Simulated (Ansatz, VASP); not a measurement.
**Al: VASP beside Ansatz**

```
Al
1.0
     0.00000    2.01946    2.01946
     2.01946    0.00000    2.01946
     2.01946    2.01946    0.00000
Al
1
Direct
  0.00000 0.00000 0.00000
```

Alike in both runs: task relaxation of cell and atoms; functional PBE; dispersion D3(BJ); k mesh 18 × 18 × 18; occupations gaussian, width 0.1 eV; no spin polarisation.

|  | VASP | Ansatz |
| --- | --- | --- |
| version | VASP 6.6.1 | Ansatz 0.2.0 |
| potentials or method | VASP PAW PBE potentials, release 64 (Al), cutoff 600 eV | scalar-relativistic, plane waves, PAW |
| valence electrons in the cell | 3 | 3 |

```csv
,VASP,Ansatz,Ansatz less VASP
"gap on the k mesh at the Fermi level, each at its own relaxed structure (eV)",none,none,-
relaxed volume (Å³/atom),15.78,15.79,+0.007
relaxed cell length with the largest relative difference (Å),2.815,2.816,+0.0004
```

A gap of «none» marks a metal or a gap that the smearing closes.
